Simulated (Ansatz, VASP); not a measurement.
# TiOs: VASP beside Ansatz

```
CELL_PARAMETERS angstrom
3.08000 0.00000 0.00000
0.00000 3.08000 0.00000
0.00000 0.00000 3.14160
ATOMIC_POSITIONS crystal
Ti 0.50000 0.50000 0.50000
Os 0.00000 0.00000 0.00000
```

Change from the starting cell: zz strain of +2 %, crystal datasets.

Alike in both runs: task electric field gradients; functional PBEsol; k mesh 13 × 13 × 13; occupations fermi-dirac, width 0.03 eV; no spin polarisation.

|  | VASP | Ansatz |
| --- | --- | --- |
| version | VASP 6.6.1 | Ansatz 0.2.0 |
| potentials or method | VASP PAW PBE potentials, release 64 (Ti_sv, Os), cutoff 520 eV | all-electron PAW with datasets made for the crystal, scalar-relativistic |

|  | VASP | Ansatz | Ansatz less VASP |
| --- | --- | --- | --- |
| pressure (GPa) | -9.4 | -9.2 | +0.14 |
| traceless stress, the component that is largest in VASP (GPa) | -4.12 | -4.10 | +0.022 |
| size of Vzz on the site where it differs most (V/Å²) | 50.6 | 57.6 | +6.93 |

VASP's potentials were made for PBE, not for PBEsol. Ansatz ran all-electron here, and VASP with PAW potentials.

Spin-orbit coupling is off throughout.
